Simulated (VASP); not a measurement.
A run of VASP 6.6.1 is set up as follows.

File INCAR:

```
ALGO = Normal
DIPOL = 0.5 0.5 0.289
EDIFF = 1E-6
ENCUT = 400
GGA = PE
GGA_COMPAT = False
IDIPOL = 3
ISIF = 2
ISMEAR = 0
IVDW = 12
LASPH = True
LCHARG = False
LDIPOL = True
LREAL = False
LWAVE = False
NBANDS = 22
NELM = 120
NELMDL = -8
PREC = Accurate
SIGMA = 0.03
```

Contents of KPOINTS:

```
k-points
0
Gamma
  12 12 1
```

The input POSCAR:

```
Sb
1.0
    4.0685005391      0.0000000000      0.0000000000
   -2.0342502696      3.5234248222      0.0000000000
    0.0000000000      0.0000000000     27.1000000030
Sb
2
Direct
    0.3333333333      0.6666666667      0.2583030261
    0.6666666667      0.3333333333      0.3191877488
```

Potentials or basis: VASP PAW PBE potentials, release 64 (Sb_d_GW).

Launch:

```sh
$ cat potpaw_PBE.64/Sb_d_GW/POTCAR > POTCAR
$ mpirun -np 1 vasp_std > vasp.out
```

Question: What does it give for the largest force?

Answer: 0.003 eV/Å.

Question: Predict the dispersion energy per atom.

Answer: -0.237 eV.

Forces on the atoms (eV/Å):
```
Sb   0.000  0.000 -0.003
Sb   0.000  0.000  0.003
```
